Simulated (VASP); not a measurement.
# Ti (P6_3/mmc) in VASP: a series of runs

Ti is run at these levels: LDA; tasks: single point.

Everything below comes from runs of VASP 6.6.1. Logs are shortened: lines on timing, memory, paths and dates and some standing lists are left out, and cuts for length are marked.

## (1) The cell of the first run

The structure is hexagonal, space group P6_3/mmc (No. 194). The conventional cell has a = 2.857 Å, b = 2.857 Å, c = 9.156 Å, α = 90.00°, β = 90.00°, γ = 120.00°. Within 3.7 Å of Ti (site symmetry -3m) lie 12 Ti at 2.82 to 2.86 Å. Ti (site symmetry -6m2) has 12 Ti at 2.82 to 2.86 Å within 3.7 Å.

## (2) Single point, LDA

Contents of INCAR:

```
ALGO = Normal
EDIFF = 1E-6
ENCUT = 520
ISIF = 2
ISMEAR = -1
LASPH = True
LCHARG = False
LREAL = False
LWAVE = False
NBANDS = 32
NELM = 80
PREC = Accurate
SIGMA = 0.1
```

Contents of KPOINTS:

```
k-points
0
Gamma
  12 12 4
```

Contents of POSCAR:

```
Ti
1.0
    2.8569893208      0.0000000000      0.0000000000
   -1.4284946604      2.4742253302      0.0000000000
    0.0000000000      0.0000000000      9.1555626476
Ti
4
Direct
    0.0000000000      1.0000000000      0.0000000000
    0.0000000000      1.0000000000      0.5000000000
    0.3333333333      0.6666666667      0.2500000000
    0.6666666667      0.3333333333      0.7500000000
```

Potentials or basis: VASP PAW LDA potentials, release 64 (Ti_sv).

Launch:

```bash
$ cat potpaw_LDA.64/Ti_sv/POTCAR > POTCAR
$ mpirun -np 1 vasp_std > vasp.out
```

OUTCAR:

```text
EDIFF = 1E-6
   ENCUT = 520
   ISIF = 2
   ISMEAR = -1
   LASPH = True
   LREAL = False
   NELM = 80
   PREC = Accurate

 ion  position               nearest neighbor table
   1  0.000  0.000  0.000-   3 2.82   4 2.82   4 2.82   3 2.82   4 2.82   3 2.82
   2  0.000  0.000  0.500-   3 2.82   4 2.82   4 2.82   3 2.82   4 2.82   3 2.82
   3  0.333  0.667  0.250-   1 2.82   2 2.82   1 2.82   2 2.82   1 2.82   2 2.82
   4  0.667  0.333  0.750-   1 2.82   2 2.82   1 2.82   2 2.82   1 2.82   2 2.82

  LATTYP: Found a hexagonal cell.
 ALAT       =     2.8569893208
 C/A-ratio  =     3.2046191356

  Lattice vectors:

 A1 = (   2.8569893208,   0.0000000000,   0.0000000000)
 A2 = (  -1.4284946604,   2.4742253302,   0.0000000000)
 A3 = (   0.0000000000,   0.0000000000,   9.1555626476)

Analysis of symmetry for initial positions (statically):
=====================================================================
 Subroutine PRICEL returns:
 Original cell was already a primitive cell.

 Routine SETGRP: Setting up the symmetry group for a
 hexagonal supercell.

 Subroutine GETGRP returns: Found 24 space group operations
 (whereof 12 operations were pure point group operations)
 out of a pool of 24 trial point group operations.

The static configuration has the point symmetry D_3d.
 The point group associated with its full space group is D_6h.

Analysis of symmetry for dynamics (positions and initial velocities):
=====================================================================
 Subroutine PRICEL returns:
 Original cell was already a primitive cell.

 Routine SETGRP: Setting up the symmetry group for a
 hexagonal supercell.

 Subroutine GETGRP returns: Found 24 space group operations
 (whereof 12 operations were pure point group operations)
 out of a pool of 24 trial point group operations.

The dynamic configuration has the point symmetry D_3d.
 The point group associated with its full space group is D_6h.

 Subroutine INISYM returns: Found 24 space group operations
 (whereof 12 operations are pure point group operations),
 and found     1 'primitive' translations

----------------------------------------------------------------------------------------

                                     Primitive cell

  volume of cell :      64.7192

  direct lattice vectors                    reciprocal lattice vectors
     2.856989321  0.000000000  0.000000000     0.350018809  0.202083454  0.000000000
    -1.428494660  2.474225330  0.000000000     0.000000000  0.404166907  0.000000000
     0.000000000  0.000000000  9.155562648     0.000000000  0.000000000  0.109223216

  length of vectors
     2.856989321  2.856989321  9.155562648     0.404166907  0.404166907  0.109223216

  position of ions in fractional coordinates (direct lattice)
     0.000000000  0.000000000  0.000000000
     0.000000000  0.000000000  0.500000000
     0.333333333  0.666666667  0.250000000
     0.666666667  0.333333333  0.750000000

  ion indices of the primitive-cell ions
   primitive index   ion index
                 1           1
                 2           2
                 3           3
                 4           4

----------------------------------------------------------------------------------------

 KPOINTS: k-points

Automatic generation of k-mesh.
 Grid dimensions read from file:
 generate k-points for:   12   12    4

 Generating k-lattice:

  Cartesian coordinates                     Fractional coordinates (reciprocal lattice)
     0.029168234  0.016840288  0.000000000     0.083333333 -0.000000000  0.000000000
     0.000000000  0.033680576  0.000000000     0.000000000  0.083333333  0.000000000
     0.000000000  0.000000000  0.027305804     0.000000000  0.000000000  0.250000000

  Length of vectors
     0.033680576  0.033680576  0.027305804

  Shift w.r.t. Gamma in fractional coordinates (k-lattice)
     0.000000000  0.000000000  0.000000000

 Subroutine IBZKPT returns following result:
 ===========================================

 Found     57 irreducible k-points:

 Following reciprocal coordinates:
            Coordinates               Weight
  0.000000  0.000000  0.000000      1.000000
  0.083333  0.000000  0.000000      6.000000
  0.166667  0.000000  0.000000      6.000000
  0.250000  0.000000  0.000000      6.000000
  0.333333 -0.000000  0.000000      6.000000
  0.416667  0.000000  0.000000      6.000000
[... 16 lines left out ...]
  0.250000  0.000000  0.250000     12.000000
  0.333333 -0.000000  0.250000     12.000000
 [... further k-points ...]
   k-points           NKPTS =     57   k-points in BZ     NKDIM =     57   number of bands    NBANDS=     32
   number of dos      NEDOS =    301   number of ions     NIONS =      4
   total plane-waves  NPLWV =  40320
   dimension x,y,z NGX =    24 NGY =   24 NGZ =   70
   dimension x,y,z NGXF=    48 NGYF=   48 NGZF=  140
   ions per type =               4
   NGX,Y,Z   is equivalent  to a cutoff of  13.97, 13.97, 12.71 a.u.
   NGXF,Y,Z  is equivalent  to a cutoff of  27.93, 27.93, 25.42 a.u.
 SYSTEM =  unknown system
   PREC   = accura    normal or accurate (medium, high low for compatibility)
   ISTART =      0    job   : 0-new  1-cont  2-samecut
   ICHARG =      2    charge: 1-file 2-atom 10-const
   ISPIN  =      1    spin polarized calculation?
   LNONCOLLINEAR =      F non collinear calculations
   LSORBIT =      F    spin-orbit coupling
   LASPH  =      T    aspherical Exc in radial PAW
   ENCUT  =  520.0 eV  38.22 Ry    6.18 a.u.   5.31  5.31 17.02*2*pi/ulx,y,z
   NELM   =     80;   NELMIN=  2; NELMDL= -5     # of ELM steps
   EDIFF  = 0.1E-05   stopping-criterion for ELM
   LREAL  =      F    real-space projection
   EDIFFG = 0.1E-04   stopping-criterion for IOM
   NSW    =      0    number of steps for IOM
   IBRION =     -1    ionic relax: 0-MD 1-quasi-New 2-CG
   NFREE  =      0    steps in history (QN), initial steepest desc. (CG)
   ISIF   =      2    stress and relaxation
   ISYM   =      2    0-nonsym 1-usesym 2-fastsym
   POTIM  = 0.5000    time-step for ionic-motion
   TEBEG  =    0.0;   TEEND  =   0.0 temperature during run
   PSTRESS=    0.0 pullay stress
   NELECT =      48.0000    total number of electrons
   NUPDOWN=      -1.0000    fix difference up-down
   EMIN   =  10.00;   EMAX   =-10.00  energy-range for DOS
   EFERMI =   0.00;   METHOD = LEGACY
   ISMEAR =    -1;   SIGMA  =   0.10  broadening in eV -4-tet -1-fermi 0-gaus
   EFERMI_NEDOS =   21; number of points for ismear=-14 and -15
   IALGO  =     38    algorithm
   IMIX   =      4    mixing-type and parameters
     AMIX     =   0.40;   BMIX     =  1.00
     AMIX_MAG =   1.60;   BMIX_MAG =  1.00
  volume/ion in A,a.u.               =      16.18       109.19
  Fermi-wavevector in a.u.,A,eV,Ry     =   1.481873  2.800334 29.877675  2.195947
  Thomas-Fermi vector in A             =   2.595729
   LORBIT       =      0    0 simple, 1 ext, 2 COOP (PROOUT), +10 PAW based schemes
   GGA     = CA    functional components
   LHFCALC =     F    Hartree Fock is set to
   AEXX    =    0.0000 exact exchange contribution
   IVDW    =     0    specifies the selected vdW correction
   LEPSILON=     F    determine dielectric tensor
   LRPA    =     F    only Hartree local field effects (RPA)
 non-spin polarized calculation
  energy-cutoff  :      520.00
  volume of cell :       64.72
 maximum number of plane-waves:      1764
 NGX is ok and might be reduce to    24
   NGX = 11   NGY = 11   NGZ = 35

 number of electron      47.9999997 magnetization

 Free energy of the ion-electron system (eV)
  ---------------------------------------------------
  ext. energy  EPLUGINS =         0.00000000
  ---------------------------------------------------
  free energy    TOTEN  =       -34.11289234 eV

  energy without entropy =      -33.90557370  energy(sigma->0) =      -34.00923302

 E-fermi :   8.7814     XC(G=0): -12.1288

 val. band max:        8.7812535473   @ k =   0.1667   0.1667   0.2500
 cond. band min:       8.7849544811   @ k =   0.5000   0.0000   0.0000
 fundamental gap:      0.0037009338
 Fermi energy:         8.7813651748

 k-point     1 :       0.0000    0.0000    0.0000
  band No.  band energies     occupation
      1     -47.1781      2.00000
      2     -47.0951      2.00000
      3     -47.0776      2.00000
      4     -46.9929      2.00000
      5     -24.2104      2.00000
      6     -23.7858      2.00000
[... 24 lines left out ...]
     31      10.0264      0.00001
     32      10.0264      0.00001

 k-point     2 :       0.0833    0.0000    0.0000
  band No.  band energies     occupation
      1     -47.1683      2.00000
      2     -47.0880      2.00000
      3     -47.0705      2.00000
      4     -46.9886      2.00000
      5     -24.1907      2.00000
      6     -23.7924      2.00000
[... 24 lines left out ...]
     31      10.0729      0.00000
     32      10.1588      0.00000

 k-point     3 :       0.1667    0.0000    0.0000
  band No.  band energies     occupation
      1     -47.1411      2.00000
      2     -47.0686      2.00000
      3     -47.0512      2.00000
      4     -46.9775      2.00000
      5     -24.1347      2.00000
      6     -23.8249      2.00000
[... 24 lines left out ...]
     31      10.4524      0.00000
     32      10.4681      0.00000

 k-point     4 :       0.2500    0.0000    0.0000
  band No.  band energies     occupation
      1     -47.1023      2.00000
      2     -47.0421      2.00000
      3     -47.0248      2.00000
      4     -46.9637      2.00000
      5     -24.0538      2.00000
      6     -23.9102      2.00000
[... 24 lines left out ...]
     31      10.5598      0.00000
     32      10.8936      0.00000

 k-point     5 :       0.3333   -0.0000    0.0000
  band No.  band energies     occupation
      1     -47.0603      2.00000
      2     -47.0154      2.00000
      3     -46.9981      2.00000
      4     -46.9528      2.00000
      5     -24.0319      2.00000
      6     -24.0158      2.00000
[... 584 lines left out ...]
     31       9.9690      0.00001
     32      10.0547      0.00001

 k-point    22 :       0.1667    0.0000    0.2500
  band No.  band energies     occupation
      1     -47.1351      2.00000
      2     -47.0922      2.00000
      3     -47.0275      2.00000
      4     -46.9837      2.00000
      5     -24.1100      2.00000
      6     -23.9340      2.00000
[... 24 lines left out ...]
     31      10.2260      0.00000
     32      10.3868      0.00000

 k-point    23 :       0.2500    0.0000    0.2500
  band No.  band energies     occupation
      1     -47.0971      2.00000
      2     -47.0610      2.00000
      3     -47.0057      2.00000
      4     -46.9690      2.00000
      5     -24.0425      2.00000
      6     -23.9560      2.00000
[... 24 lines left out ...]
     31      10.6445      0.00000
     32      10.9944      0.00000

 k-point    24 :       0.3333   -0.0000    0.2500
  band No.  band energies     occupation
      1     -47.0563      2.00000
      2     -47.0288      2.00000
      3     -46.9847      2.00000
      4     -46.9568      2.00000
      5     -24.0401      2.00000
      6     -23.9873      2.00000
[... 24 lines left out ...]
     31      11.1207      0.00000
     32      11.6836      0.00000

 [... further k-points ...]

------------------------ aborting loop because EDIFF is reached ----------------------------------------

  FORCE on cell =-STRESS in cart. coord.  units (eV):
  Direction    XX          YY          ZZ          XY          YZ          ZX
  --------------------------------------------------------------------------------------
  -------------------------------------------------------------------------------------
  Total       -0.0715250     -0.0715250     -0.0713528      0.0000000      0.0000000      0.0000000
  in kB       -1.7706611     -1.7706611     -1.7663991      0.0000000      0.0000000      0.0000000
  external PRESSURE =      -1.7692404 kB  Pullay stress =       0.0000000 kB

 VOLUME and BASIS-vectors are now :
 -----------------------------------------------------------------------------
  energy-cutoff  :      520.00
  volume of cell :       64.72
      direct lattice vectors                 reciprocal lattice vectors
     2.856989321  0.000000000  0.000000000     0.350018809  0.202083454  0.000000000
    -1.428494660  2.474225330  0.000000000     0.000000000  0.404166907  0.000000000
     0.000000000  0.000000000  9.155562648     0.000000000  0.000000000  0.109223216

 POSITION                                       TOTAL-FORCE (eV/Angst)
 -----------------------------------------------------------------------------------
      0.00000      0.00000      0.00000         0.000000      0.000000     -0.000000
      0.00000      0.00000      4.57778         0.000000      0.000000     -0.000000
     -0.00000      1.64948      2.28889         0.000000      0.000000      0.000000
      1.42849      0.82474      6.86667        -0.000000     -0.000000      0.000000
 -----------------------------------------------------------------------------------
    total drift:                               -0.000000      0.000000      0.000000

  FREE ENERGIE OF THE ION-ELECTRON SYSTEM (eV)
  ---------------------------------------------------
  free  energy   TOTEN  =       -34.1128923394 eV

  energy  without entropy=      -33.9055737015  energy(sigma->0) =      -34.00923302
```

It took 3.1 min on 1 thread of Intel Xeon 8259CL, shared host; peak memory 0.21 GiB.

Results:

* Free energy: -34.1129 eV
* Pressure: -0.2 GPa
* Band gap on the k mesh: zero (bands 24 and 25 overlap by 1.11 eV)

Levels at points of the mesh, in eV from the Fermi level:
```csv
k point,band 22,band 23,band 24,band 25,band 26,band 27
"(0.00, 0.00, 0.00)",0.13,0.67,0.67,0.75,0.75,0.96
"(0.50, 0.00, 0.00)",-1.32,-1.12,0.00,0.04,0.60,1.18
"(0.00, 0.00, 0.50)",0.35,0.65,0.65,0.81,0.81,0.81
"(0.50, 0.00, 0.50)",-1.66,-0.13,-0.13,0.81,0.81,0.96
```

## (3) Single point, LDA (14.24 Å³/atom)

This run uses another cell than the first one, of 14.24 Å³/atom.

Contents of INCAR:

```
SYSTEM = Ti
PREC = Accurate
ENCUT = 520
EDIFF = 1E-7
ISMEAR = -1
SIGMA = 0.1
LREAL = .FALSE.
LASPH = .TRUE.
NELM = 100
ALGO = Normal
ISIF = 2
LWAVE = .FALSE.
LCHARG = .FALSE.
NBANDS = 32
```

Contents of KPOINTS:

```
regular mesh
0
G
  14 14 4
  0 0 0
```

Contents of POSCAR:

```
Ti
1.0
    2.7378070726      0.0000000000      0.0000000000
   -1.3689035363      2.3710104756      0.0000000000
    0.0000000000      0.0000000000      8.7736289344
Ti
4
Direct
    0.0000000000      1.0000000000      0.0000000000
    0.0000000000      1.0000000000      0.5000000000
    0.3333333333      0.6666666667      0.2500000000
    0.6666666667      0.3333333333      0.7500000000
```

Potentials or basis: VASP PAW LDA potentials, release 64 (Ti_sv).

Launch:

```bash
$ cat potpaw_LDA.64/Ti_sv/POTCAR > POTCAR
$ mpirun -np 1 vasp_std > vasp.out
```

Wall time 4 min (1 thread of Intel Xeon 8259CL, shared host); peak memory 0.21 GiB.

It converged, with:

```yaml
Free_energy: -33.6917 eV
Pressure: 19.1 GPa
Band_gap_on_the_k_mesh: zero (bands 24 and 25 overlap by 1.26 eV)
```

Stress tensor (GPa, compression positive):
```
18.70  0.00  0.00
 0.00 18.70  0.00
 0.00  0.00 19.77
```

Levels at points of the mesh, in eV from the Fermi level:
| k point | band 22 | band 23 | band 24 | band 25 | band 26 | band 27 |
| --- | --- | --- | --- | --- | --- | --- |
| (0.00, 0.00, 0.00) | 0.12 | 0.67 | 0.67 | 0.78 | 0.78 | 1.03 |
| (0.50, 0.00, 0.00) | -1.47 | -1.30 | -0.01 | 0.16 | 0.59 | 1.37 |
| (0.00, 0.00, 0.50) | 0.63 | 0.67 | 0.67 | 0.85 | 0.85 | 0.85 |
| (0.50, 0.00, 0.50) | -2.03 | -0.07 | -0.07 | 1.03 | 1.03 | 1.03 |

Caveat: the cell stands under pressure.

[end of part 1 of 2]
